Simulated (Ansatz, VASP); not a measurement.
**Two plane-wave programs on BaCd3Se4**

```xyz
8
Lattice="4.5102 0.0000 0.0000 0.0000 4.5102 0.0000 0.0000 0.0000 11.3222" Properties=species:S:1:pos:R:3 pbc="T T T"
Ba    0.0000    0.0000    5.6611
Cd    0.0000    0.0000    0.0000
Cd    2.2551    2.2551    3.2773
Cd    2.2551    2.2551    8.0449
Se    0.0000    2.2551    1.7855
Se    0.0000    2.2551    9.5367
Se    2.2551    0.0000    9.5367
Se    2.2551    0.0000    1.7855
```

Change from the starting cell: species swapped into the RbZn4As3 type (P4/mmm, No. 123).

Alike in both runs: task relaxation of cell and atoms; functional PBE; k mesh 3 × 3 × 1; occupations gaussian, width 0.15 eV; no spin polarisation.

|  | VASP | Ansatz |
| --- | --- | --- |
| version | VASP 6.6.1 | Ansatz 0.2.0 |
| potentials or method | VASP PAW PBE potentials, release 64 (Ba_sv, Cd, Se), cutoff 600 eV | scalar-relativistic, plane waves, PAW |
| valence electrons in the cell | 70 | 134 |

|  | VASP | Ansatz | Ansatz less VASP |
| --- | --- | --- | --- |
| gap on the k mesh at the Fermi level, each at its own relaxed structure (eV) | none | none | - |
| relaxed volume (Å³/atom) | 27.35 | 27.09 | -0.262 |
| relaxed cell length with the largest relative difference (Å) | 4.913 | 4.898 | -0.0158 |

A gap of «none» marks a metal or a gap that the smearing closes. VASP's potentials hold 70 valence electrons a cell and Ansatz's 134, so a difference there can come from the potentials and not from the codes.

The k mesh is coarse, so the values compare programs but aren't converged. Spin-orbit coupling is off throughout.
